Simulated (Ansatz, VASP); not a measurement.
## ZrB2: VASP beside Ansatz

File INCAR:

```
  PREC = Accurate
  ENCUT = 600
  EDIFF = 1E-6
  ISMEAR = 0
  SIGMA = 0.1
  LREAL = F
  LASPH = T
  NELM = 80
  ALGO = Normal
  ISIF = 3
  LWAVE = F
  LCHARG = F
  IBRION = 2
  NSW = 100
  EDIFFG = -0.002
```

Contents of KPOINTS:

```
regular mesh
0
Gamma
  15 15 10
```

The input POSCAR:

```
ZrB2
1.0
    3.1356928512      0.0000000000      0.0000000000
   -1.5678464256      2.7155896676      0.0000000000
    0.0000000000      0.0000000000      3.4863225682
Zr B
1 2
Direct
    0.0000000000      0.0000000000      0.0000000000
    0.3333333333      0.6666666667      0.5000000000
    0.6666666667      0.3333333333      0.5000000000
```

Input for Ansatz:

```yaml
crystal:
  lattice:
    - [3.1356928512, 0.0, 0.0]
    - [-1.5678464256, 2.7155896676, 0.0]
    - [0.0, 0.0, 3.4863225682]
  atoms:
    - { symbol: Zr, position: [0.0, 0.0, 0.0] }
    - { symbol: B, position: [0.3333333333, 0.6666666667, 0.5] }
    - { symbol: B, position: [0.6666666667, 0.3333333333, 0.5] }
basis:
  ecutwfc: 420
kpoints:
  mp_grid: { grid: [15, 15, 10] }
hamiltonian:
  xc: lda
  pseudopotentials: { kind: paw, azcp: { folder: soft_1 } }
scf:
  occupations: { method: gaussian, width: 0.1 }
output:
  forces: true
  stress: true
  eigenvalues: true
  write_density: true
  write_potential: true
  elf: true
  volumetric_format: npy
relax:
  adjacent_minimum: "off"
  f_tol: 0.002
  max_steps: 80
  cell: { stress_tol: 0.02 }
```

Alike in both runs: task relaxation of cell and atoms; functional LDA; k mesh 15 × 15 × 10; occupations gaussian, width 0.1 eV; no spin polarisation.

|  | VASP | Ansatz |
| --- | --- | --- |
| version | VASP 6.6.1 | Ansatz 0.2.0 |
| potentials or method | VASP PAW LDA potentials, release 64 (Zr_sv, B), cutoff 600 eV | scalar-relativistic, plane waves, PAW |
| valence electrons in the cell | 18 | 18 |

VASP gave:

| Item | Value |
| --- | --- |
| gap on the k mesh at the Fermi level, each at its own relaxed structure (eV) | none |
| relaxed volume (Å³/atom) | 9.90 |
| relaxed cell length with the largest relative difference (Å) | 3.490 |

Question: What did Ansatz give for the same quantities?

Answer: gap on the k mesh at the Fermi level, each at its own relaxed structure (eV): none; relaxed volume (Å³/atom): 9.88; relaxed cell length with the largest relative difference (Å): 3.487.

Ansatz warns that its potentials were made for another functional, while VASP's fit it. LDA's correlation is that of Perdew and Zunger in VASP and of Perdew and Wang (1992) in Ansatz. A gap of «none» marks a metal or a gap that the smearing closes.
